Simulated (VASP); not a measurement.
# Ba (P3_121) in VASP: relaxation of cell and atoms with r2SCAN

Aim: the relaxation of cell and atoms of Ba with r2SCAN.

All numbers are computed with VASP 6.6.1; they aren't measurements. Logs are shortened: lines on timing, memory, paths and dates and some standing lists are left out, and cuts for length are marked.

### Step 1. The cell of the first run

It takes space group P3_121 (No. 152, trigonal). The conventional cell has a = 5.872 Å, b = 5.872 Å, c = 6.662 Å, α = 90.00°, β = 90.00°, γ = 120.00°. Within 4.2 Å of Ba (site symmetry 2) lie 2 Ba at 3.19 Å.

### Step 2. Relaxation of cell and atoms, r2SCAN

Contents of POSCAR:

```
Ba
1.0
    5.8717494040      0.0000000000      0.0000000000
   -2.9358747021      5.0850841486      0.0000000000
    0.0000000000      0.0000000000      6.6616962549
Ba
3
Direct
    0.2254000000      0.0000000000      0.3333333333
    0.0000000000      0.2254000000      0.6666666667
    0.7746000000      0.7746000000      0.0000000000
```

Contents of INCAR.step1:

```
SYSTEM = Ba
PREC = Accurate ; ENCUT = 600
ISMEAR = 0 ; SIGMA = 0.1
LREAL = .False. ; LASPH = .True.
NELM = 100 ; GGA = PE
ALGO = Normal ; EDIFF = 1E-4
LWAVE = .True. ; LCHARG = .False.
```

Contents of INCAR.step2:

```
SYSTEM = Ba
PREC = Accurate ; ENCUT = 600
EDIFF = 1E-7 ; ISMEAR = 0
SIGMA = 0.1 ; LREAL = .False.
LASPH = .True. ; NELM = 100
ALGO = Normal ; ISIF = 3
LWAVE = .False. ; LCHARG = .False.
METAGGA = R2SCAN ; LMIXTAU = .True.
IBRION = 2 ; NSW = 90
EDIFFG = -0.04 ; ISTART = 1
```

Contents of KPOINTS:

```
Automatic mesh
0
Gamma
  3 3 4
  0 0 0
```

Potentials or basis: VASP PAW PBE potentials, release 64 (Ba_sv).

Launch:

```console
$ cat potpaw_PBE.64/Ba_sv/POTCAR > POTCAR
$ cp INCAR.step1 INCAR
$ mpirun -np 1 vasp_std > vasp.out
$ cp INCAR.step2 INCAR
$ mpirun -np 1 vasp_std > vasp.out
```

OUTCAR:

```text
SYSTEM = Ba
   PREC = Accurate
   ENCUT = 600
   EDIFF = 1E-7
   ISMEAR = 0
   LREAL = .False.
   LASPH = .True.
   NELM = 100
   ISIF = 3
   METAGGA = R2SCAN
   IBRION = 2
   NSW = 90
   EDIFFG = -0.04
   ISTART = 1

 ion  position               nearest neighbor table
   1  0.225  0.000  0.333-   3 3.19   2 3.19   3 4.62   3 4.62   2 4.62   2 4.62
   2  0.000  0.225  0.667-   3 3.19   1 3.19   3 4.62   3 4.62   1 4.62   1 4.62
   3  0.775  0.775  0.000-   1 3.19   2 3.19   2 4.62   1 4.62   1 4.62   2 4.62

  LATTYP: Found a hexagonal cell.
 ALAT       =     5.8717494040
 C/A-ratio  =     1.1345334749

  Lattice vectors:

 A1 = (   5.8717494040,   0.0000000000,   0.0000000000)
 A2 = (  -2.9358747021,   5.0850841486,   0.0000000000)
 A3 = (   0.0000000000,   0.0000000000,   6.6616962549)

Analysis of symmetry for initial positions (statically):
=====================================================================
 Subroutine PRICEL returns:
 Original cell was already a primitive cell.

 Routine SETGRP: Setting up the symmetry group for a
 hexagonal supercell.

 Subroutine GETGRP returns: Found  6 space group operations
 (whereof  2 operations were pure point group operations)
 out of a pool of 24 trial point group operations.

The static configuration has the point symmetry C_2 .
 The point group associated with its full space group is D_3 .

Analysis of symmetry for dynamics (positions and initial velocities):
=====================================================================
 Subroutine PRICEL returns:
 Original cell was already a primitive cell.

 Routine SETGRP: Setting up the symmetry group for a
 hexagonal supercell.

 Subroutine GETGRP returns: Found  6 space group operations
 (whereof  2 operations were pure point group operations)
 out of a pool of 24 trial point group operations.

The dynamic configuration has the point symmetry C_2 .
 The point group associated with its full space group is D_3 .

 Subroutine INISYM returns: Found  6 space group operations
 (whereof  2 operations are pure point group operations),
 and found     1 'primitive' translations

----------------------------------------------------------------------------------------

                                     Primitive cell

  volume of cell :     198.9072

  direct lattice vectors                    reciprocal lattice vectors
     5.871749404  0.000000000  0.000000000     0.170306996  0.098326790  0.000000000
[... 76 lines left out ...]
   NSW    =     90    number of steps for IOM
   IBRION =      2    ionic relax: 0-MD 1-quasi-New 2-CG
   NFREE  =      1    steps in history (QN), initial steepest desc. (CG)
   ISIF   =      3    stress and relaxation
   ISYM   =      2    0-nonsym 1-usesym 2-fastsym
   POTIM  = 0.5000    time-step for ionic-motion
   TEBEG  =    0.0;   TEEND  =   0.0 temperature during run
   PSTRESS=    0.0 pullay stress
   NELECT =      30.0000    total number of electrons
   NUPDOWN=      -1.0000    fix difference up-down
   EMIN   =  10.00;   EMAX   =-10.00  energy-range for DOS
   EFERMI =   0.00;   METHOD = LEGACY
   ISMEAR =     0;   SIGMA  =   0.10  broadening in eV -4-tet -1-fermi 0-gaus
   EFERMI_NEDOS =   21; number of points for ismear=-14 and -15
   IALGO  =     38    algorithm
   IMIX   =      4    mixing-type and parameters
     AMIX     =   0.40;   BMIX     =  1.00
     AMIX_MAG =   1.60;   BMIX_MAG =  1.00
  volume/ion in A,a.u.               =      66.30       447.43
  Fermi-wavevector in a.u.,A,eV,Ry     =   0.871428  1.646761 10.332096  0.759388
  Thomas-Fermi vector in A             =   1.990535
   LORBIT       =      0    0 simple, 1 ext, 2 COOP (PROOUT), +10 PAW based schemes
   METAGGA = R2SCAN    functional components
   LHFCALC =     F    Hartree Fock is set to
   AEXX    =    0.0000 exact exchange contribution
   IVDW    =     0    specifies the selected vdW correction
   LEPSILON=     F    determine dielectric tensor
   LRPA    =     F    only Hartree local field effects (RPA)
 conjugate gradient relaxation of ions
 non-spin polarized calculation
 Gauss-broadening in eV      SIGMA  =   0.10
  energy-cutoff  :      600.00
  volume of cell :      198.91
 maximum number of plane-waves:      6660
 NGX is ok and might be reduce to    48
   NGX = 23   NGY = 23   NGZ = 27

--------------------------------------- Ionic step        1  -------------------------------------------

 number of electron      30.0000001 magnetization

 Free energy of the ion-electron system (eV)
  ---------------------------------------------------
  ext. energy  EPLUGINS =         0.00000000
  ---------------------------------------------------
  free energy    TOTEN  =       -76.98363473 eV

  energy without entropy =      -76.96132308  energy(sigma->0) =      -76.97247891

------------------------ aborting loop because EDIFF is reached ----------------------------------------

  FORCE on cell =-STRESS in cart. coord.  units (eV):
  Direction    XX          YY          ZZ          XY          YZ          ZX
  --------------------------------------------------------------------------------------
  -------------------------------------------------------------------------------------
  Total       -0.8316281     -0.8316281      2.3852838      0.0000000      0.0000000      0.0000000
  in kB       -6.6986800     -6.6986800     19.2132204      0.0000000      0.0000000      0.0000000
  external PRESSURE =       1.9386202 kB  Pullay stress =       0.0000000 kB
[... 92 lines left out ...]
  FREE ENERGIE OF THE ION-ELECTRON SYSTEM (eV)
  ---------------------------------------------------
  free  energy   TOTEN  =       -78.1445508439 eV

  energy  without entropy=      -78.1337434749  energy(sigma->0) =      -78.13914716

[... ionic steps 4 to 10 ...]

--------------------------------------- Ionic step       11  -------------------------------------------

 number of electron      30.0000012 magnetization

------------------------ aborting loop because EDIFF is reached ----------------------------------------
[... 69 lines left out ...]
--------------------------------------- Ionic step       13  -------------------------------------------

 number of electron      30.0000016 magnetization

 Free energy of the ion-electron system (eV)
  ---------------------------------------------------
  ext. energy  EPLUGINS =         0.00000000
  ---------------------------------------------------
  free energy    TOTEN  =       -78.99831305 eV

  energy without entropy =      -78.95502435  energy(sigma->0) =      -78.97666870

 E-fermi :   1.9856     XC(G=0):  -7.9117

 val. band max:        1.9554325934   @ k =   0.3333   0.3333   0.0000
 cond. band min:       2.0094771259   @ k =   0.3333   0.0000   0.2500
 fundamental gap:      0.0540445325
 Fermi energy:         1.9855574803

 k-point     1 :       0.0000    0.0000    0.0000
  band No.  band energies     occupation
      1     -28.0338      2.00000
      2     -28.0012      2.00000
      3     -28.0012      2.00000
      4     -12.9423      2.00000
      5     -12.9423      2.00000
      6     -12.6097      2.00000
[... 239 lines left out ...]
  FREE ENERGIE OF THE ION-ELECTRON SYSTEM (eV)
  ---------------------------------------------------
  free  energy   TOTEN  =       -78.9983130529 eV

  energy  without entropy=      -78.9550243495  energy(sigma->0) =      -78.97666870

 reached required accuracy - stopping structural energy minimisation
```

It took 25 min on 1 thread of Intel Xeon 6975P-C (Granite Rapids), shared host; peak memory 0.45 GiB.

Results:

- Free energy: -78.9983 eV
- Relaxed volume: 60.81 Å³/atom
- Relaxed cell: a = 4.321 Å, b = 4.321 Å, c = 11.283 Å, α = 90.00°, β = 90.00°, γ = 120.00°
- Space group after relaxing (to 0.1 Å): P3_121 (No. 152)
- Energy gained by relaxing: 671.6 meV/atom
- Ionic steps: 13
- Pressure after relaxing: 0.0 GPa
- Largest force after relaxing: 0.013 eV/Å
- Band gap on the k mesh: zero (bands 15 and 16 overlap by 0.24 eV)

Forces on the atoms (eV/Å):
```
Ba  -0.013  0.000  0.000
Ba   0.006 -0.011  0.000
Ba   0.006  0.011  0.000
```

The path:
```
step  energy change (eV)  largest force (eV/Å)  pressure (GPa)  volume (Å³)
   1              0.0000                1.7908            0.19       198.91
   2             -0.4828                1.2933           -0.49       201.05
   3             -1.1609                0.5934           -0.78       204.83
   4             -1.5704                0.0782           -0.54       207.28
   5             -1.5782                0.1078           -0.49       207.18
   6             -1.5903                0.1429           -0.38       206.80
   7             -1.6474                0.1355           -0.18       205.36
   8             -1.8363                0.0260           -0.25       199.99
   9             -1.8523                0.0058            0.45       180.70
  10             -2.0029                0.0164           -0.30       191.53
  11             -1.9989                0.0086           -0.35       193.12
  12             -2.0080                0.0154            0.25       176.00
  13             -2.0147                0.0129           -0.01       182.43
```

Final structure:
```cif
data_structure
_symmetry_space_group_name_H-M 'P 1'
_symmetry_Int_Tables_number 1
_cell_length_a 4.3209
_cell_length_b 4.3209
_cell_length_c 11.2826
_cell_angle_alpha 90.000
_cell_angle_beta 90.000
_cell_angle_gamma 120.000
_cell_volume 182.43
loop_
_atom_site_label
_atom_site_type_symbol
_atom_site_fract_x
_atom_site_fract_y
_atom_site_fract_z
_atom_site_occupancy
Ba1 Ba 0.51602 0.00000 0.33333 1
Ba2 Ba 0.00000 0.51602 0.66667 1
Ba3 Ba 0.48398 0.48398 0.00000 1
```

Levels at points of the mesh, in eV from the Fermi level:
```
           k point  band 11  band 12  band 13  band 14  band 15  band 16  band 17  band 18  band 19
(0.00, 0.00, 0.00)   -14.52   -14.51    -2.96    -1.50    -1.50     0.74     0.74     1.39     1.96
(0.00, 0.00, 0.50)   -14.52   -14.51    -2.50    -2.50    -1.00     0.75     1.06     1.06     1.99
```

Caveat: the k points lie up to 0.56 Å⁻¹ apart in the final cell; a cell axis changed by over 15 % at a fixed basis, so the end point is rough; the PAW data sets were made with another functional, which shifts forces and pressure a little; spin-orbit coupling is left out, which moves the levels of the heavy elements.
